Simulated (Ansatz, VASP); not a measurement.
**BN: VASP beside Ansatz**

```
CELL_PARAMETERS angstrom
2.52247 0.00000 0.00000
-1.26124 2.18453 0.00000
0.00000 0.00000 4.17518
ATOMIC_POSITIONS crystal
B 0.66667 0.33333 0.99970
B 0.33333 0.66667 0.49970
N 0.66667 0.33333 0.62530
N 0.33333 0.66667 0.12530
```

Alike in both runs: task relaxation of cell and atoms; functional LDA; k mesh 12 × 12 × 6; occupations gaussian, width 0.02 eV; no spin polarisation.

```csv
,VASP,Ansatz
version,VASP 6.6.1,Ansatz 0.2.0
potentials or method,"VASP PAW LDA potentials, release 64 (B, N), cutoff 600 eV","scalar-relativistic, plane waves, PAW"
valence electrons in the cell,16,16
```

|  | VASP | Ansatz | Ansatz less VASP |
| --- | --- | --- | --- |
| gap on the k mesh at the Fermi level, each at its own relaxed structure (eV) | 4.91 | 4.92 | +0.017 |
| relaxed volume (Å³/atom) | 5.77 | 5.75 | -0.014 |
| relaxed length of the cell vector where the two differ most in proportion (Å) | 2.525 | 2.523 | -0.0021 |

Ansatz warns that its potentials were made for another functional, while VASP's fit it. LDA's correlation is that of Perdew and Zunger in VASP and of Perdew and Wang (1992) in Ansatz.
